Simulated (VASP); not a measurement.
Input of a VASP 6.6.1 run:

Contents of POSCAR:

```
AlN
1.0
    0.0461478504      2.0044502490      2.0044502490
    2.0044502490      0.0461478504      2.0044502490
    2.0044502490      2.0044502490      0.0461478504
Al N
1 1
Direct
    0.0000000000      0.0000000000      0.0000000000
    0.5000000000      0.5000000000      0.5000000000
```

INCAR.step1

```
PREC = Accurate ; ENCUT = 520
ISMEAR = 0 ; SIGMA = 0.01
LREAL = False ; LASPH = True
NELM = 100 ; NBANDS = 11
GGA = PE ; ALGO = Normal
EDIFF = 1E-4 ; LWAVE = True
LCHARG = False
```

The input INCAR.step2:

```
PREC = Accurate ; ENCUT = 520
EDIFF = 1E-6 ; ISMEAR = 0
SIGMA = 0.01 ; LREAL = False
LASPH = True ; NELM = 100
ALGO = Normal ; ISIF = 2
LWAVE = False ; LCHARG = False
METAGGA = R2SCAN ; LMIXTAU = True
NBANDS = 11 ; ISTART = 1
```

File KPOINTS:

```
regular mesh
0
Gamma
  10 10 10
```

Potentials or basis: VASP PAW PBE potentials, release 64 (Al, N).

Launch:

```console
$ cat potpaw_PBE.64/Al/POTCAR potpaw_PBE.64/N/POTCAR > POTCAR
$ cp INCAR.step1 INCAR
$ mpirun -np 1 vasp_std > vasp.out
$ cp INCAR.step2 INCAR
$ mpirun -np 1 vasp_std > vasp.out
```

Problem. Predict the band gap on the k mesh.

Solution. 5.39 eV, indirect (least direct gap 7.18 eV).

Problem. What does it give for the pressure?

Solution. 16.8 GPa.

Stress tensor (GPa, compression positive):
```
16.75 -8.79 -8.79
-8.79 16.75 -8.79
-8.79 -8.79 16.75
```

Caveat: the cell differs from its parent crystal (epitaxial 111 strain -3.0%); the PAW data sets were made with another functional, which shifts forces and pressure a little. A k mesh can miss the band edges.
